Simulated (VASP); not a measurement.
**GaSb: single point with r2SCAN**

The system is GaSb.

```
Ga Sb
1.0
     0.00000    2.97390    3.14217
     2.97390    0.00000    3.14217
     2.97390    2.97390    0.00000
Ga Sb
1 1
Direct
  0.00000 0.00000 0.00000
  0.25000 0.25000 0.25000
```

This cell differs from its parent crystal: epitaxial xy strain -3.0%.

```json
{
  "Program": "VASP 6.6.1",
  "Task": "single point",
  "Functional": "r2SCAN",
  "Potentials or basis": "VASP PAW PBE potentials, release 64 (Ga_d, Sb)",
  "Cutoff": "520 eV",
  "k mesh": "8 × 8 × 8",
  "Occupations": "fermi-dirac, width 0.02 eV",
  "Spin": "no spin polarisation"
}
```

The pressure is 2.2 GPa. The band gap on the k mesh is 0.53 eV, direct.

Stress tensor (GPa, compression positive):
```
3.23 0.00 0.00
0.00 3.23 0.00
0.00 0.00 0.14
```

Levels at points of the mesh, in eV from the valence-band top:
```
           k point  band 7  band 8  band 9  band 10  band 11  band 12
(0.00, 0.00, 0.00)   -0.38    0.00    0.00     0.53     2.80     2.80
(0.50, 0.00, 0.00)   -6.86   -1.62   -1.15     0.58     3.79     4.05
(0.50, 0.50, 0.00)   -7.49   -2.68   -2.68     1.28     1.57     9.31
(0.50, 0.00, 0.50)   -7.22   -3.06   -3.01     0.82     1.18     9.16
```

Run time: 70 s on 1 thread of Intel(R) Xeon(R) 6975P-C (Granite Rapids), with other jobs on the host, peak memory 0.21 GiB.

Caveat: the cell differs from its parent crystal (epitaxial xy strain -3.0%); the PAW data sets were made with another functional, which shifts forces and pressure a little; spin-orbit coupling is left out, which moves the levels of the heavy elements. A k mesh can miss the band edges.
